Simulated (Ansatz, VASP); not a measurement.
## BaS: VASP beside Ansatz

File INCAR:

```
PREC = Accurate
ENCUT = 520
EDIFF = 1E-7
ISMEAR = -1
SIGMA = 0.02
LREAL = F
LASPH = T
NELM = 100
ALGO = Normal
ISIF = 2
LWAVE = F
LCHARG = F
GGA = PE
NBANDS = 15
```

KPOINTS

```
Automatic mesh
0
Gamma
  8 8 8
```

File POSCAR:

```
BaS
1.0
   -0.0638750000      3.1618125000      3.1618125000
    3.1618125000     -0.0638750000      3.1618125000
    3.1618125000      3.1618125000     -0.0638750000
Ba S
1 1
Direct
    0.0000000000      0.0000000000      0.0000000000
    0.5000000000      0.5000000000      0.5000000000
```

Input for Ansatz:

```yaml
crystal:
  lattice:
    - [-0.063875, 3.1618125, 3.1618125]
    - [3.1618125, -0.063875, 3.1618125]
    - [3.1618125, 3.1618125, -0.063875]
  atoms:
    - { symbol: Ba, position: [0.0, 0.0, 0.0] }
    - { symbol: S, position: [0.5, 0.5, 0.5] }
kpoints:
  mp_grid: { grid: [8, 8, 8] }
  band_path:
    path:
      - [0.0, 0.0, 0.0]
      - [0.5, 0.5, 0.5]
      - [0.2551801333, 0.5, 0.7448198667]
      - [-0.2551801333, 0.2551801333, 0.5]
      - [0.0, 0.0, 0.5]
      - [0.0, 0.0, 0.0]
      - [-0.3775900666, 0.0, 0.3775900666]
      - [0.0, 0.3775900666, 0.6224099334]
      - [0.0, 0.5, 0.5]
    npoints: 5
scf:
  occupations: { method: fermi_dirac, width: 0.02 }
hamiltonian:
  xc: pbe
  pseudopotentials: { kind: all_electron, lapw: { basis_error: 0.00025 } }
output:
  forces: true
  stress: true
  eigenvalues: true
```

Change from the starting cell: equal xy, yz and zx shear strains of -2 %.

Alike in both runs: task single point; functional PBE; k mesh 8 × 8 × 8; occupations fermi-dirac, width 0.02 eV; no spin polarisation.

|  | VASP | Ansatz |
| --- | --- | --- |
| version | VASP 6.6.1 | Ansatz 0.2.0 |
| potentials or method | VASP PAW PBE potentials, release 64 (Ba_sv, S), cutoff 520 eV | all-electron LAPW, scalar-relativistic |

|  | VASP | Ansatz | Ansatz less VASP |
| --- | --- | --- | --- |
| gap on the k mesh at the Fermi level (eV) | 2.06 | 2.16 | +0.099 |
| pressure (GPa) | 1.4 | 0.8 | -0.59 |
| traceless stress, the component that is largest in VASP (GPa) | 0.35 | 0.35 | 0.000 |

Ansatz ran all-electron here, and VASP with PAW potentials.

Neither program's run includes spin-orbit coupling.
